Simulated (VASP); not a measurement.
# HgH4Pb (F-43m) in VASP: a series of runs

HgH4Pb is run at these levels: PBE; tasks: single point, relaxation of cell and atoms.

All numbers are computed with VASP 6.6.1; they aren't measurements. Logs are shortened: lines on timing, memory, paths and dates and some standing lists are left out, and cuts for length are marked.

## Step 1: The cell of the first run

Symmetry: F-43m, No. 216, cubic system. Conventional cell: a = 6.805 Å, b = 6.805 Å, c = 6.805 Å, α = 90.00°, β = 90.00°, γ = 90.00°. Hg (site symmetry -43m) has 4 Pb at 2.95 Å and 12 H at 2.99 Å within 3.9 Å. Within 1.9 Å of H (site symmetry 3m) lie 3 H at 1.40 Å. Within 3.7 Å of Pb (site symmetry -43m) lie 12 H at 2.78 Å and 4 Hg at 2.95 Å.

## Step 2: Single point, PBE

INCAR

```
PREC = Accurate
ENCUT = 520
EDIFF = 1E-7
ISMEAR = 0
SIGMA = 0.1
LREAL = False
LASPH = True
NELM = 100
ALGO = Normal
ISIF = 2
LWAVE = False
LCHARG = False
GGA = PE
NBANDS = 24
```

KPOINTS

```
Automatic mesh
0
Gamma
  10 10 10
```

POSCAR

```
HgH4Pb
1.0
    0.0000000000      3.4024627559      3.4024627559
    3.4024627559      0.0000000000      3.4024627559
    3.4024627559      3.4024627559      0.0000000000
Hg H Pb
1 4 1
Direct
    0.7500000000      0.7500000000      0.7500000000
    0.3229747839      0.3229747839      0.0310756483
    0.0310756483      0.3229747839      0.3229747839
    0.3229747839      0.3229747839      0.3229747839
    0.3229747839      0.0310756483      0.3229747839
    0.0000000000      0.0000000000      0.0000000000
```

Potentials or basis: VASP PAW PBE potentials, release 64 (Hg, H, Pb_d).

On the command line:

```bash
cat potpaw_PBE.64/Hg/POTCAR potpaw_PBE.64/H/POTCAR potpaw_PBE.64/Pb_d/POTCAR > POTCAR
mpirun -np 1 vasp_std > vasp.out
```

OUTCAR:

```text
PREC = Accurate
   ENCUT = 520
   EDIFF = 1E-7
   ISMEAR = 0
   LREAL = False
   LASPH = True
   NELM = 100
   ISIF = 2
   GGA = PE

 ion  position               nearest neighbor table
   1  0.750  0.750  0.750-   6 2.95   6 2.95   6 2.95   6 2.95
   2  0.323  0.323  0.031-
   3  0.031  0.323  0.323-
   4  0.323  0.323  0.323-
   5  0.323  0.031  0.323-
   6  0.000  0.000  0.000-   1 2.95   1 2.95   1 2.95   1 2.95

  LATTYP: Found a face centered cubic cell.
 ALAT       =     6.8049255118

  Lattice vectors:

 A1 = (   0.0000000000,   3.4024627559,   3.4024627559)
 A2 = (   3.4024627559,   0.0000000000,   3.4024627559)
 A3 = (   3.4024627559,   3.4024627559,   0.0000000000)

Analysis of symmetry for initial positions (statically):
=====================================================================
 Subroutine PRICEL returns:
 Original cell was already a primitive cell.

 Routine SETGRP: Setting up the symmetry group for a
 face centered cubic supercell.

 Subroutine GETGRP returns: Found 24 space group operations
 (whereof 24 operations were pure point group operations)
 out of a pool of 48 trial point group operations.

The static configuration has the point symmetry T_d .

Analysis of symmetry for dynamics (positions and initial velocities):
=====================================================================
 Subroutine PRICEL returns:
 Original cell was already a primitive cell.

 Routine SETGRP: Setting up the symmetry group for a
 face centered cubic supercell.

 Subroutine GETGRP returns: Found 24 space group operations
 (whereof 24 operations were pure point group operations)
 out of a pool of 48 trial point group operations.

The dynamic configuration has the point symmetry T_d .

 Subroutine INISYM returns: Found 24 space group operations
 (whereof 24 operations are pure point group operations),
 and found     1 'primitive' translations

----------------------------------------------------------------------------------------

                                     Primitive cell

  volume of cell :      78.7789

  direct lattice vectors                    reciprocal lattice vectors
     0.000000000  3.402462756  3.402462756    -0.146952380  0.146952380  0.146952380
     3.402462756  0.000000000  3.402462756     0.146952380 -0.146952380  0.146952380
[... 93 lines left out ...]
   EDIFF  = 0.1E-06   stopping-criterion for ELM
   LREAL  =      F    real-space projection
   EDIFFG = 0.1E-05   stopping-criterion for IOM
   NSW    =      0    number of steps for IOM
   IBRION =     -1    ionic relax: 0-MD 1-quasi-New 2-CG
   NFREE  =      0    steps in history (QN), initial steepest desc. (CG)
   ISIF   =      2    stress and relaxation
   ISYM   =      2    0-nonsym 1-usesym 2-fastsym
   POTIM  = 0.5000    time-step for ionic-motion
   TEBEG  =    0.0;   TEEND  =   0.0 temperature during run
   PSTRESS=    0.0 pullay stress
   NELECT =      30.0000    total number of electrons
   NUPDOWN=      -1.0000    fix difference up-down
   EMIN   =  10.00;   EMAX   =-10.00  energy-range for DOS
   EFERMI =   0.00;   METHOD = LEGACY
   ISMEAR =     0;   SIGMA  =   0.10  broadening in eV -4-tet -1-fermi 0-gaus
   EFERMI_NEDOS =   21; number of points for ismear=-14 and -15
   IALGO  =     38    algorithm
   IMIX   =      4    mixing-type and parameters
     AMIX     =   0.40;   BMIX     =  1.00
     AMIX_MAG =   1.60;   BMIX_MAG =  1.00
  volume/ion in A,a.u.               =      13.13        88.60
  Fermi-wavevector in a.u.,A,eV,Ry     =   1.186621  2.242388 19.157933  1.408068
  Thomas-Fermi vector in A             =   2.322789
   LORBIT       =      0    0 simple, 1 ext, 2 COOP (PROOUT), +10 PAW based schemes
   GGA     = PE    functional components
   LHFCALC =     F    Hartree Fock is set to
   AEXX    =    0.0000 exact exchange contribution
   IVDW    =     0    specifies the selected vdW correction
   LEPSILON=     F    determine dielectric tensor
   LRPA    =     F    only Hartree local field effects (RPA)
 non-spin polarized calculation
 Gauss-broadening in eV      SIGMA  =   0.10
  energy-cutoff  :      520.00
  volume of cell :       78.78
 maximum number of plane-waves:      2154
   NGX = 17   NGY = 17   NGZ = 17

 number of electron      30.0000006 magnetization

 Free energy of the ion-electron system (eV)
  ---------------------------------------------------
  ext. energy  EPLUGINS =         0.00000000
  ---------------------------------------------------
  free energy    TOTEN  =       -10.98165036 eV

  energy without entropy =      -10.97321059  energy(sigma->0) =      -10.97743048

 E-fermi :   3.1133     XC(G=0):  -9.6826

 val. band max:        3.0855424295   @ k =  -0.4000   0.4000   0.2000
 cond. band min:       3.1242840735   @ k =   0.3000   0.1000   0.0000
 fundamental gap:      0.0387416440
 Fermi energy:         3.1133005734

 k-point     1 :       0.0000    0.0000    0.0000
  band No.  band energies     occupation
      1     -13.7545      2.00000
      2     -13.7545      2.00000
      3     -13.7545      2.00000
      4     -13.7037      2.00000
      5     -13.7037      2.00000
      6      -8.1624      2.00000
[... 637 lines left out ...]
     23      13.3033      0.00000
     24      13.4956      0.00000

 [... further k-points ...]

------------------------ aborting loop because EDIFF is reached ----------------------------------------

  FORCE on cell =-STRESS in cart. coord.  units (eV):
  Direction    XX          YY          ZZ          XY          YZ          ZX
  --------------------------------------------------------------------------------------
  -------------------------------------------------------------------------------------
  Total        0.0025168      0.0025168      0.0025168      0.0000000      0.0000000      0.0000000
  in kB        0.0511848      0.0511848      0.0511848      0.0000000      0.0000000      0.0000000
  external PRESSURE =       0.0511848 kB  Pullay stress =       0.0000000 kB

 VOLUME and BASIS-vectors are now :
 -----------------------------------------------------------------------------
  energy-cutoff  :      520.00
  volume of cell :       78.78
      direct lattice vectors                 reciprocal lattice vectors
     0.000000000  3.402462756  3.402462756    -0.146952380  0.146952380  0.146952380
     3.402462756  0.000000000  3.402462756     0.146952380 -0.146952380  0.146952380
     3.402462756  3.402462756  0.000000000     0.146952380  0.146952380 -0.146952380

 POSITION                                       TOTAL-FORCE (eV/Angst)
 -----------------------------------------------------------------------------------
      5.10369      5.10369      5.10369         0.000000      0.000000      0.000000
      1.20464      1.20464      2.19782        -0.004311     -0.004311      0.004311
      2.19782      1.20464      1.20464         0.004311     -0.004311     -0.004311
      2.19782      2.19782      2.19782         0.004311      0.004311      0.004311
      1.20464      2.19782      1.20464        -0.004311      0.004311     -0.004311
      0.00000      0.00000      0.00000         0.000000     -0.000000     -0.000000
 -----------------------------------------------------------------------------------
    total drift:                               -0.000000     -0.000000     -0.000000

  FREE ENERGIE OF THE ION-ELECTRON SYSTEM (eV)
  ---------------------------------------------------
  free  energy   TOTEN  =       -10.9816503616 eV

  energy  without entropy=      -10.9732105921  energy(sigma->0) =      -10.97743048
```

Wall time 44 s (1 thread of Intel Xeon Platinum 8488C (Sapphire Rapids), shared host); peak memory 0.26 GiB.

Results:

| Quantity | Value |
| --- | --- |
| Free energy | -10.9817 eV |
| Pressure | 0.0 GPa |
| Largest force | 0.007 eV/Å |
| Band gap on the k mesh | zero (band 15 reaches 3.32 eV, above the bottom of band 16 at 2.52 eV) |

Forces in eV/Å, atoms in the order of the input:
```
Hg   0.000  0.000  0.000
H   -0.004 -0.004  0.004
H    0.004 -0.004 -0.004
H    0.004  0.004  0.004
H   -0.004  0.004 -0.004
Pb   0.000  0.000  0.000
```

Caveat: spin-orbit coupling is left out, which moves the levels of the heavy elements.

## Step 3: Relaxation of cell and atoms, PBE

This run uses another cell than the first one, of 12.93 Å³/atom, 0.984 times its volume.

INCAR

```
SYSTEM = HgH4Pb
ALGO     = Normal         ! electronic algorithm
EDIFF    = 1E-7           ! SCF threshold, eV
EDIFFG   = -0.01          ! ionic threshold
ENCUT    = 600            ! plane-wave cutoff, eV
GGA      = PE             ! functional
IBRION   = 2              ! ionic algorithm
ISIF     = 3              ! what is computed and relaxed
ISMEAR   = 0              ! smearing method
LASPH    = .True.         ! aspherical terms in the spheres
LCHARG   = .False.        ! write CHGCAR
LREAL    = .False.        ! projectors in reciprocal space
LWAVE    = .False.        ! write WAVECAR
NELM     = 100            ! most SCF steps
NSW      = 100            ! ionic steps
PREC     = Accurate       ! precision mode
SIGMA    = 0.1            ! smearing width, eV
```

KPOINTS

```
k-points
0
Gamma
  10 10 10
  0 0 0
```

POSCAR

```
HgH4Pb
1.0
    0.0000000000      3.3847448779      3.3847448779
    3.3847448779      0.0000000000      3.3847448779
    3.3847448779      3.3847448779      0.0000000000
Hg H Pb
1 4 1
Direct
    0.7500000000      0.7500000000      0.7500000000
    0.3247517016      0.3247517016      0.0257448952
    0.0257448952      0.3247517016      0.3247517016
    0.3247517016      0.3247517016      0.3247517016
    0.3247517016      0.0257448952      0.3247517016
    0.0000000000      0.0000000000      0.0000000000
```

Potentials or basis: VASP PAW PBE potentials, release 64 (Hg, H, Pb_d).

On the command line:

```bash
cat potpaw_PBE.64/Hg/POTCAR potpaw_PBE.64/H/POTCAR potpaw_PBE.64/Pb_d/POTCAR > POTCAR
mpirun -np 1 vasp_std > vasp.out
```

Wall time 2.8 min (1 thread of Intel Xeon Platinum 8488C (Sapphire Rapids), shared host); peak memory 0.3 GiB.

It converged, with:

| Quantity | Value |
| --- | --- |
| Free energy | -10.9822 eV |
| Relaxed volume | 13.17 Å³/atom |
| Relaxed cell | a = 4.816 Å, b = 4.816 Å, c = 4.816 Å, α = 60.00°, β = 60.00°, γ = 60.00° |
| Space group after relaxing (to 0.05 Å) | F-43m (No. 216) |
| Energy gained by relaxing | 0.8 meV/atom |
| Ionic steps | 5 |
| Pressure after relaxing | 0.0 GPa |
| Largest force after relaxing | 0.003 eV/Å |
| Band gap on the k mesh | zero (band 15 reaches 3.30 eV, above the bottom of band 16 at 2.49 eV) |

Forces on the atoms (eV/Å):
```
Hg   0.000  0.000  0.000
H    0.002  0.002 -0.002
H   -0.002  0.002  0.002
H   -0.002 -0.002 -0.002
H    0.002 -0.002  0.002
Pb   0.000  0.000  0.000
```

Step by step:
```
step  energy change (eV)  largest force (eV/Å)  pressure (GPa)  volume (Å³)
   1              0.0000                0.0495            0.63        77.55
   2             -0.0022                0.0496            0.31        78.13
   3             -0.0033                0.0496           -0.15        78.98
   4             -0.0039                0.0374           -0.12        78.98
   5             -0.0048                0.0034           -0.04        79.00
```

Final structure:
```yaml
crystal:
  lattice:
    - [0.00000, 3.40559, 3.40559]
    - [3.40559, 0.00000, 3.40559]
    - [3.40559, 3.40559, 0.00000]
  atoms:
    - { symbol: Hg, position: [0.75000, 0.75000, 0.75000] }
    - { symbol: H, position: [0.32308, 0.32308, 0.03077] }
    - { symbol: H, position: [0.03077, 0.32308, 0.32308] }
    - { symbol: H, position: [0.32308, 0.32308, 0.32308] }
    - { symbol: H, position: [0.32308, 0.03077, 0.32308] }
    - { symbol: Pb, position: [0.00000, 0.00000, 0.00000] }
```

Levels at points of the mesh, in eV from the Fermi level:
```tsv
k point	band 13	band 14	band 15	band 16	band 17	band 18
(0.00, 0.00, 0.00)	-0.36	0.02	0.02	0.02	1.96	1.96
(0.50, 0.00, 0.00)	-3.84	-0.28	-0.28	0.94	1.17	1.17
(0.50, 0.50, 0.00)	-4.15	-2.35	-2.35	-0.60	3.87	3.87
```

Caveat: spin-orbit coupling is left out, which moves the levels of the heavy elements.

## Step 4: Single point, PBE

INCAR

```
SYSTEM = HgH4Pb
  ALGO = Normal
  EDIFF = 1E-7
  ENCUT = 520
  GGA = PE
  ISIF = 2
  ISMEAR = 0
  LASPH = .TRUE.
  LCHARG = .FALSE.
  LREAL = .FALSE.
  LWAVE = .FALSE.
  NBANDS = 24
  NELM = 100
  PREC = Accurate
  SIGMA = 0.1
```

KPOINTS

```
k-points
0
G
  10 10 10
  0 0 0
```

POSCAR

```
HgH4Pb
1.0
    0.0000000000      3.4024627559      3.4024627559
    3.4024627559      0.0000000000      3.4024627559
    3.4024627559      3.4024627559      0.0000000000
Hg H Pb
1 4 1
Direct
    0.7500000000      0.7500000000      0.7500000000
    0.3229747839      0.3229747839      0.0310756483
    0.0310756483      0.3229747839      0.3229747839
    0.3229747839      0.3229747839      0.3229747839
    0.3229747839      0.0310756483      0.3229747839
    0.0000000000      0.0000000000      0.0000000000
```

On the command line:

```bash
cat potpaw_PBE.64/Hg/POTCAR potpaw_PBE.64/H/POTCAR potpaw_PBE.64/Pb_d/POTCAR > POTCAR
mpirun -np 1 vasp_std > vasp.out
```

It took 49 s on 1 thread of Intel Xeon Platinum 8488C (Sapphire Rapids), shared host; peak memory 0.26 GiB.

Results (log left out):

| Property | Result |
| --- | --- |
| Free energy | -10.9817 eV |
| Pressure | 0.0 GPa |
| Largest force | 0.007 eV/Å |
| Band gap on the k mesh | zero (band 15 reaches 3.32 eV, above the bottom of band 16 at 2.52 eV) |

Forces on the atoms (eV/Å):
```
Hg   0.000  0.000  0.000
H   -0.004 -0.004  0.004
H    0.004 -0.004 -0.004
H    0.004  0.004  0.004
H   -0.004  0.004 -0.004
Pb   0.000  0.000  0.000
```

Levels at points of the mesh, in eV from the Fermi level:
```tsv
k point	band 13	band 14	band 15	band 16	band 17	band 18
(0.00, 0.00, 0.00)	-0.35	0.02	0.02	0.02	1.96	1.96
(0.50, 0.00, 0.00)	-3.85	-0.28	-0.28	0.95	1.17	1.17
(0.50, 0.50, 0.00)	-4.16	-2.36	-2.36	-0.60	3.88	3.88
```

Caveat: spin-orbit coupling is left out, which moves the levels of the heavy elements.
